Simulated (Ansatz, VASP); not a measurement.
**Be7S: VASP beside Ansatz**

```xyz
8
Lattice="0.0000 3.3371 3.3371 3.3371 0.0000 3.3371 3.3371 3.3371 0.0000" Properties=species:S:1:pos:R:3 pbc="T T T"
Be    0.0000    1.6685    1.6685
Be    1.6685    0.0000    1.6685
Be    3.3371    1.6685    1.6685
Be    1.6685    3.3371    1.6685
Be    1.6685    1.6685    0.0000
Be    3.3371    3.3371    3.3371
Be    1.6685    1.6685    3.3371
S     0.0000    0.0000    0.0000
```

Alike in both runs: functional PBE; k mesh 4 × 4 × 4; occupations gaussian, width 0.2 eV; no spin polarisation.

Ansatz relaxed the structure, and its values are those at the end. VASP's run is a single point on that final structure, the one shown.

```csv
,VASP,Ansatz
version,VASP 6.6.1,Ansatz 0.2.0
potentials or method,"VASP PAW PBE potentials, release 64 (Be, S), cutoff 600 eV","scalar-relativistic, plane waves, PAW"
valence electrons in the cell,20,20
```

Ansatz gave:

```
gap on the k mesh at the Fermi level (eV) : none
pressure (GPa)                            : 0.2
```

**Question.** Which values does VASP return?

**Answer.** gap on the k mesh at the Fermi level (eV): none; pressure (GPa): 0.3.

A gap of «none» marks a metal or a gap that the smearing closes. With one functional, cell and mesh, what is left measures potentials, basis and numerics.

The k mesh is coarse, so the values compare programs but aren't converged.
